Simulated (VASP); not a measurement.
Set up this calculation in VASP 6.6.1, as the native input.

```
Task                   : single point
Functional             : r2SCAN
Potentials or basis    : VASP PAW PBE potentials, release 64 (B, N)
Cutoff                 : 520 eV
k mesh                 : 12 × 12 × 6
Occupations            : gaussian, width 0.05 eV
Spin                   : no spin polarisation
Dipole correction      : no
Further INCAR settings : ALGO = Normal; EDIFF = 1e-06; NBANDS = 16
```

Crystal: BN.

```
CELL_PARAMETERS angstrom
2.62029 0.00000 0.00000
-1.31014 2.26923 0.00000
0.00000 0.00000 4.20774
ATOMIC_POSITIONS crystal
B 0.66667 0.33333 0.99980
B 0.33333 0.66667 0.49980
N 0.66667 0.33333 0.62520
N 0.33333 0.66667 0.12520
```

This cell differs from its parent crystal: strain +0.0300 x Voigt [1, 1, 0, 0, 0, 0].

These files were run (other wordings do the same):

POSCAR

```
BN
1.0
    2.6202855189      0.0000000000      0.0000000000
   -1.3101427595      2.2692338245      0.0000000000
    0.0000000000      0.0000000000      4.2077449317
B N
2 2
Direct
    0.6666666667      0.3333333333      0.9997995909
    0.3333333333      0.6666666667      0.4997995909
    0.6666666667      0.3333333333      0.6252004091
    0.3333333333      0.6666666667      0.1252004091
```

INCAR.step1

```
SYSTEM = BN
PREC = Accurate ; ENCUT = 520
ISMEAR = 0 ; SIGMA = 0.05
LREAL = .False. ; LASPH = .True.
NELM = 80 ; NBANDS = 16
GGA = PE ; ALGO = Normal
EDIFF = 1E-4 ; LWAVE = .True.
LCHARG = .False.
```

INCAR.step2

```
SYSTEM = BN
PREC = Accurate ; ENCUT = 520
EDIFF = 1E-6 ; ISMEAR = 0
SIGMA = 0.05 ; LREAL = .False.
LASPH = .True. ; NELM = 80
ALGO = Normal ; ISIF = 2
LWAVE = .False. ; LCHARG = .True.
METAGGA = R2SCAN ; LMIXTAU = .True.
LELF = .True. ; LVHAR = .True.
NBANDS = 16 ; ISTART = 1
```

KPOINTS

```
Automatic mesh
0
Gamma
  12 12 6
  0 0 0
```

Potentials or basis: VASP PAW PBE potentials, release 64 (B, N).

The run is started by

```console
$ cat potpaw_PBE.64/B/POTCAR potpaw_PBE.64/N/POTCAR > POTCAR
$ cp INCAR.step1 INCAR
$ mpirun -np 1 vasp_std > vasp.out
$ cp INCAR.step2 INCAR
$ mpirun -np 1 vasp_std > vasp.out
```

Results of the run:

The pressure is -19.4 GPa and the largest force is 0.008 eV/Å. The band gap on the k mesh is 5.88 eV, indirect (least direct gap 8.43 eV).

Caveat: the cell differs from its parent crystal (strain +0.0300 x Voigt [1, 1, 0, 0, 0, 0]); the PAW data sets were made with another functional, which shifts forces and pressure a little.

Run time: 56 s on 1 thread of Intel Xeon 6975P-C, with other jobs on the host, peak memory 0.15 GiB.
